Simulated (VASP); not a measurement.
# Cd (P-1) in VASP: notebook

Cd is run at these levels: BLYP+D3(BJ), LDA; tasks: single point.

Program: VASP 6.6.1. These are calculated values, not measurements. Logs are shortened: lines on timing, memory, paths and dates and some standing lists are left out, and cuts for length are marked.

**1. The cell of the first run**

The typed cell holds 1 atom: a = 3.085 Å, b = 3.031 Å, c = 3.158 Å, α = 109.80°, β = 111.31°, γ = 107.26°.

**2. Single point, BLYP+D3(BJ) (the cell strained at random)**

INCAR

```
AGGAC = 1.0
AGGAX = 1.0
ALDAC = 0.0
ALDAX = 1.0
ALGO = Normal
EDIFF = 1E-6
ENCUT = 520
GGA = B5
ISIF = 2
ISMEAR = 1
IVDW = 12
LASPH = T
LCHARG = F
LREAL = F
LWAVE = F
NBANDS = 12
NELM = 60
PREC = Accurate
SIGMA = 0.1
VDW_A1 = 0.4298
VDW_A2 = 4.2359
VDW_S6 = 1.0
VDW_S8 = 2.6996
```

KPOINTS

```
k-points
0
Gamma
  10 10 10
```

POSCAR

```
Cd
1.0
   -1.7760310000      1.7292220000      1.8365210000
    1.7249720000     -1.7343650000      1.7906050000
    1.8343850000      1.7927180000     -1.8416640000
Cd
1
Direct
   -0.0285750000     -0.0072820000      0.0160280000
```

Potentials or basis: VASP PAW PBE potentials, release 64 (Cd).

Started as:

```sh
> cat potpaw_PBE.64/Cd/POTCAR > POTCAR
> mpirun -np 1 vasp_std > vasp.out
```

OUTCAR:

```text
EDIFF = 1E-6
   ENCUT = 520
   GGA = B5
   ISIF = 2
   ISMEAR = 1
   IVDW = 12
   LASPH = T
   LREAL = F
   NELM = 60
   PREC = Accurate
 IVDW          = 12

 ion  position               nearest neighbor table
   1  0.971  0.993  0.016-

  LATTYP: Found a triclinic cell.
 ALAT       =     3.0850128398
 B/A-ratio  =     1.5964257473
 C/A-ratio  =     1.0024266478
 COS(alpha) =     0.0019679624
 COS(beta)  =     0.3357207693
 COS(gamma) =     0.8089899806

  Lattice vectors:

 A1 = (   1.7760310000,  -1.7292220000,  -1.8365210000)
 A2 = (   3.5010030000,  -3.4635870000,  -0.0459160000)
 A3 = (  -1.7833260000,  -1.7875750000,  -1.7854620000)

Analysis of symmetry for initial positions (statically):
=====================================================================
 Subroutine PRICEL returns:
 Original cell was already a primitive cell.

 Routine SETGRP: Setting up the symmetry group for a
 triclinic supercell.

 Subroutine GETGRP returns: Found  2 space group operations
 (whereof  1 operations were pure point group operations)
 out of a pool of  2 trial point group operations.

The static configuration has the point symmetry C_1 .
 The point group associated with its full space group is S_2 .

Analysis of symmetry for dynamics (positions and initial velocities):
=====================================================================
 Subroutine PRICEL returns:
 Original cell was already a primitive cell.

 Routine SETGRP: Setting up the symmetry group for a
 triclinic supercell.

 Subroutine GETGRP returns: Found  2 space group operations
 (whereof  1 operations were pure point group operations)
 out of a pool of  2 trial point group operations.

The dynamic configuration has the point symmetry C_1 .
 The point group associated with its full space group is S_2 .

 Subroutine INISYM returns: Found  2 space group operations
 (whereof  1 operations are pure point group operations),
 and found     1 'primitive' translations

----------------------------------------------------------------------------------------

                                     Primitive cell

  volume of cell :      22.7237

  direct lattice vectors                    reciprocal lattice vectors
    -1.776031000  1.729222000  1.836521000    -0.000701127  0.284349212  0.276093692
     1.724972000 -1.734365000  1.790605000     0.285032743 -0.004314176  0.279706660
     1.834385000  1.792718000 -1.841664000     0.276431216  0.279360575  0.004287431

  length of vectors
     3.085012840  3.031471032  3.157614993     0.396336590  0.399372122  0.393032989

  position of ions in fractional coordinates (direct lattice)
     0.971425000  0.992718000  0.016028000
[... 87 lines left out ...]
   NELECT =      12.0000    total number of electrons
   NUPDOWN=      -1.0000    fix difference up-down
   EMIN   =  10.00;   EMAX   =-10.00  energy-range for DOS
   EFERMI =   0.00;   METHOD = LEGACY
   ISMEAR =     1;   SIGMA  =   0.10  broadening in eV -4-tet -1-fermi 0-gaus
   EFERMI_NEDOS =   21; number of points for ismear=-14 and -15
   IALGO  =     38    algorithm
   IMIX   =      4    mixing-type and parameters
     AMIX     =   0.40;   BMIX     =  1.00
     AMIX_MAG =   1.60;   BMIX_MAG =  1.00
  volume/ion in A,a.u.               =      22.72       153.35
  Fermi-wavevector in a.u.,A,eV,Ry     =   1.323250  2.500580 23.823680  1.750991
  Thomas-Fermi vector in A             =   2.452872
   LORBIT       =      0    0 simple, 1 ext, 2 COOP (PROOUT), +10 PAW based schemes
   GGA     = B5    functional components
   LHFCALC =     F    Hartree Fock is set to
   AEXX    =    0.0000 exact exchange contribution
   IVDW    =    12    specifies the selected vdW correction
   LEPSILON=     F    determine dielectric tensor
   LRPA    =     F    only Hartree local field effects (RPA)
 non-spin polarized calculation
 Methfessel and Paxton  Order N= 1 SIGMA  =   0.10
  energy-cutoff  :      520.00
  volume of cell :       22.72
 maximum number of plane-waves:       625
   NGX = 11   NGY = 11   NGZ = 11

 number of electron      11.9999999 magnetization

 Free energy of the ion-electron system (eV)
  ---------------------------------------------------
  ext. energy  EPLUGINS =         0.00000000
  ---------------------------------------------------
  free energy    TOTEN  =        -0.03081723 eV

  energy without entropy =       -0.03077179  energy(sigma->0) =       -0.03080209

 E-fermi :   3.1670     XC(G=0): -10.2171

 val. band max:        3.1655483346   @ k =   0.5000   0.5000   0.2000
 cond. band min:       3.1679567070   @ k =   0.4000  -0.1000   0.4000
 fundamental gap:      0.0024083725
 Fermi energy:         3.1670460093

 k-point     1 :       0.0000    0.0000    0.0000
  band No.  band energies     occupation
      1      -6.2687      2.00000
      2      -6.1766      2.00000
      3      -6.0891      2.00000
      4      -5.5923      2.00000
      5      -5.5424      2.00000
      6      -5.4191      2.00000
      7      17.6881      0.00000
      8      18.2648      0.00000
      9      18.5777      0.00000
     10      18.7390      0.00000
     11      19.0873      0.00000
     12      19.9083      0.00000
[... 331 lines left out ...]
 k-point    24 :      -0.3000    0.2000   -0.0000
  band No.  band energies     occupation
      1      -6.2778      2.00000
      2      -6.2189      2.00000
      3      -5.7656      2.00000
      4      -5.6855      2.00000
      5      -5.5700      2.00000
      6      -3.3430      2.00000
      7      10.7125      0.00000
      8      12.3405      0.00000
      9      13.6202      0.00000
     10      17.3872      0.00000
     11      19.2451      0.00000
     12      20.0400      0.00000

 [... further k-points ...]

------------------------ aborting loop because EDIFF is reached ----------------------------------------

 Edisp (eV)   -0.97136

 E8    (eV) :    -0.7207

  FORCE on cell =-STRESS in cart. coord.  units (eV):
  Direction    XX          YY          ZZ          XY          YZ          ZX
  --------------------------------------------------------------------------------------
  -------------------------------------------------------------------------------------
  Total      -0.02942    -0.05145    -0.01561    -0.02458    -0.06391    -0.03496
  in kB      -2.07435    -3.62731    -1.10091    -1.73303    -4.50601    -2.46476
  external pressure =       -2.27 kB  Pullay stress =        0.00 kB

 VOLUME and BASIS-vectors are now :
 -----------------------------------------------------------------------------
  energy-cutoff  :      520.00
  volume of cell :       22.72
      direct lattice vectors                 reciprocal lattice vectors
    -1.776031000  1.729222000  1.836521000    -0.000701127  0.284349212  0.276093692
     1.724972000 -1.734365000  1.790605000     0.285032743 -0.004314176  0.279706660
     1.834385000  1.792718000 -1.841664000     0.276431216  0.279360575  0.004287431

 POSITION                                       TOTAL-FORCE (eV/Angst)
 -----------------------------------------------------------------------------------
      0.01653     -0.01319      3.53209         0.000000      0.000000      0.000000
 -----------------------------------------------------------------------------------
    total drift:                                0.000010     -0.000006      0.000009

  FREE ENERGIE OF THE ION-ELECTRON SYSTEM (eV)
  ---------------------------------------------------
  free  energy   TOTEN  =        -1.0021802806 eV

  energy  without entropy=       -1.0021348436  energy(sigma->0) =       -1.00216513
```

Wall time 68 s (1 thread of Intel Xeon Platinum 8259CL at 2.50GHz (Skylake/Cascade Lake), shared host); peak memory 0.25 GiB.

What came out:

```
Free energy                : -1.0022 eV
Pressure                   : -0.2 GPa
Band gap on the k mesh     : zero (bands 6 and 7 overlap by 4.44 eV)
Dispersion energy per atom : -0.971 eV
```

Levels at points of the mesh, in eV from the Fermi level:
| k point | band 3 | band 4 | band 5 | band 6 | band 7 | band 8 | band 9 | band 10 |
| --- | --- | --- | --- | --- | --- | --- | --- | --- |
| (0.00, 0.00, 0.00) | -9.26 | -8.76 | -8.71 | -8.59 | 14.52 | 15.10 | 15.41 | 15.57 |
| (0.50, 0.00, 0.00) | -8.79 | -8.70 | -8.33 | -1.93 | -1.13 | 8.57 | 10.40 | 13.11 |
| (0.00, 0.50, 0.00) | -8.82 | -8.75 | -8.30 | -1.87 | -0.98 | 8.80 | 10.24 | 13.42 |
| (0.50, 0.50, 0.00) | -8.76 | -8.73 | -8.28 | -1.72 | -0.67 | 8.28 | 9.61 | 12.93 |
| (0.00, 0.00, 0.50) | -8.71 | -8.67 | -8.36 | -1.99 | -1.30 | 8.82 | 9.89 | 13.37 |
| (0.50, 0.00, 0.50) | -8.78 | -8.70 | -8.36 | -2.09 | -1.51 | 9.26 | 10.47 | 13.79 |
| (0.00, 0.50, 0.50) | -8.79 | -8.71 | -8.33 | -1.94 | -1.17 | 9.01 | 10.02 | 13.65 |
| (0.50, 0.50, 0.50) | -8.50 | -8.43 | -8.36 | 2.93 | 3.38 | 3.69 | 5.08 | 8.07 |

Caveat: the cell differs from its parent crystal (the cell strained at random); the PAW data sets were made with another functional, which shifts forces and pressure a little.

**3. Single point, LDA, non-collinear spin, zero start, spin-orbit coupling (the cell strained at random)**

INCAR

```
  PREC = Accurate
  ENCUT = 520
  EDIFF = 1E-6
  ISMEAR = 1
  SIGMA = 0.1
  LREAL = False
  LASPH = True
  NELM = 150
  ALGO = Normal
  ISIF = 2
  LWAVE = False
  LCHARG = False
  LNONCOLLINEAR = True
  MAGMOM = 0 0 0
  LORBIT = 11
  LSORBIT = True
  GGA_COMPAT = False
  LORBMOM = True
  NBANDS = 23
```

KPOINTS

```
Automatic mesh
0
Gamma
  7 7 7
```

POSCAR

```
Cd
1.0
   -1.7764540000      1.7865220000      1.8040350000
    1.8068060000     -1.7715740000      1.8194390000
    1.7476150000      1.7427360000     -1.7890870000
Cd
1
Direct
   -0.0043660000     -0.0059030000      0.0017480000
```

Potentials or basis: VASP PAW LDA potentials, release 64 (Cd).

Started as:

```sh
> cat potpaw_LDA.64/Cd/POTCAR > POTCAR
> mpirun -np 1 vasp_ncl > vasp.out
```

OUTCAR:

```text
PREC = Accurate
   ENCUT = 520
   EDIFF = 1E-6
   ISMEAR = 1
   LREAL = False
   LASPH = True
   NELM = 150
   ISIF = 2
   LNONCOLLINEAR = True
   LORBIT = 11
   LSORBIT = True

 ion  position               nearest neighbor table
   1  0.996  0.994  0.002-

  LATTYP: Found a triclinic cell.
 ALAT       =     7.9884090525
 B/A-ratio  =     0.6321353934
 C/A-ratio  =     0.3815900941
 COS(alpha) =     0.0021943407
 COS(beta)  =     0.2521853491
 COS(gamma) =     0.9504210685

  Lattice vectors:

 A1 = (   7.1376810000,  -3.5869340000,   0.0457560000)
 A2 = (   3.5832600000,  -3.5580960000,   0.0154040000)
 A3 = (   1.7476150000,   1.7427360000,  -1.7890870000)

Analysis of symmetry for initial positions (statically):
=====================================================================
 Subroutine PRICEL returns:
 Original cell was already a primitive cell.

 Routine SETGRP: Setting up the symmetry group for a
 triclinic supercell.

 Subroutine GETGRP returns: Found  2 space group operations
 (whereof  1 operations were pure point group operations)
 out of a pool of  2 trial point group operations.

The static configuration has the point symmetry C_1 .
 The point group associated with its full space group is S_2 .

Analysis of symmetry for dynamics (positions and initial velocities):
[... 836 lines left out ...]
  free  energy   TOTEN  =        -1.4499167351 eV

  energy  without entropy=       -1.4499419458  energy(sigma->0) =       -1.44992514

 orbital moment (x)

 # of ion     p       d       tot
 ----------------------------------------
  1        -0.000   0.000   0.000
 ----------------------------------------
           -0.000   0.000   0.000

 orbital moment (y)

 # of ion     p       d       tot
 ----------------------------------------
  1        -0.000   0.000  -0.000
 ----------------------------------------
           -0.000   0.000  -0.000

 orbital moment (z)

 # of ion     p       d       tot
 ----------------------------------------
  1         0.000  -0.000  -0.000
 ----------------------------------------
            0.000  -0.000  -0.000

 Spin-Orbit-Coupling matrix elements

 Ion:    1  E_soc:     -0.0600464
 l=   1
     0.0000000    -0.0027083    -0.0026009
    -0.0027083     0.0000000    -0.0027013
    -0.0026009    -0.0027013     0.0000000
 l=   2
     0.0000000    -0.0015215     0.0000000    -0.0015207    -0.0058366
    -0.0015215     0.0000000    -0.0043505    -0.0015142    -0.0014544
     0.0000000    -0.0043505     0.0000000    -0.0043598     0.0000000
    -0.0015207    -0.0015142    -0.0043598     0.0000000    -0.0014550
    -0.0058366    -0.0014544     0.0000000    -0.0014550     0.0000000
 l=   3
     0.0000000     0.0000000     0.0000000     0.0000000     0.0000000     0.0000000     0.0000000
     0.0000000     0.0000000     0.0000000     0.0000000     0.0000000     0.0000000     0.0000000
     0.0000000     0.0000000     0.0000000     0.0000000     0.0000000     0.0000000     0.0000000
     0.0000000     0.0000000     0.0000000     0.0000000     0.0000000     0.0000000     0.0000000
     0.0000000     0.0000000     0.0000000     0.0000000     0.0000000     0.0000000     0.0000000
     0.0000000     0.0000000     0.0000000     0.0000000     0.0000000     0.0000000     0.0000000
     0.0000000     0.0000000     0.0000000     0.0000000     0.0000000     0.0000000     0.0000000

 total charge

# of ion       s       p       d       tot
------------------------------------------
    1        0.560   0.252   9.484  10.296

 magnetization (x)

# of ion       s       p       d       tot
------------------------------------------
    1        0.000  -0.000   0.000   0.000

 magnetization (y)

# of ion       s       p       d       tot
------------------------------------------
    1       -0.000   0.000  -0.000  -0.000

 magnetization (z)

# of ion       s       p       d       tot
------------------------------------------
    1        0.000   0.000  -0.000  -0.000
```

OSZICAR:

```text
N       E                     dE             d eps       ncg     rms          rms(c)
DAV:   1     0.943738098883E+02    0.94374E+02   -0.63733E+03  8128   0.104E+03
DAV:   2     0.935143650418E+00   -0.93439E+02   -0.87321E+02  8850   0.291E+02
DAV:   3    -0.150804025523E+01   -0.24432E+01   -0.24390E+01  9254   0.530E+01
DAV:   4    -0.151285420157E+01   -0.48139E-02   -0.48138E-02  8957   0.239E+00
DAV:   5    -0.151287050519E+01   -0.16304E-04   -0.16304E-04  9431   0.129E-01    0.300E+00
DAV:   6    -0.145699619200E+01    0.55874E-01   -0.98521E-02  9109   0.482E+00    0.244E+00
DAV:   7    -0.145103583816E+01    0.59604E-02   -0.79837E-03  9180   0.950E-01    0.121E+00
DAV:   8    -0.144991086664E+01    0.11250E-02   -0.12302E-03  8339   0.514E-01    0.210E-01
DAV:   9    -0.144991285485E+01   -0.19882E-05   -0.50060E-06  9664   0.231E-02    0.327E-02
DAV:  10    -0.144991667198E+01   -0.38171E-05   -0.19929E-06  8452   0.165E-02    0.418E-03
DAV:  11    -0.144991673512E+01   -0.63138E-07   -0.79126E-07  4647   0.140E-02
   1 F= -.14499167E+01 E0= -.14499251E+01  d E =0.252107E-04  mag=    -0.0000     0.0000    -0.0000
```

stdout:

```text
POSCAR found type information on POSCAR Cd
 POSCAR found :  1 types and       1 ions
 scaLAPACK will be used
 LDA part: xc-table for (Slater(with rela. corr.)+CA(PZ))
 , standard interpolation
 POSCAR, INCAR and KPOINTS ok, starting setup
 FFT: planning ... GRIDC
 FFT: planning ... GRID_SOFT
 FFT: planning ... GRID
 WAVECAR not read
 entering main loop
```

Run time: 1.9 min. Hardware: 1 thread of Intel Xeon Platinum 8259CL at 2.50GHz (Skylake/Cascade Lake), shared host; peak memory 0.25 GiB.

Results:

* Free energy: -1.4499 eV
* Pressure: -5.1 GPa
* Net moment: 0.00 μB per cell
* Valence electrons inside the program's atomic spheres: Cd 10.30

Moments on the atoms (μB; x, y, z):
```
Cd  0.00 0.00 0.00
```

Caveat: the cell differs from its parent crystal (the cell strained at random); the stress differs along the axes, from -7 to -2 GPa.
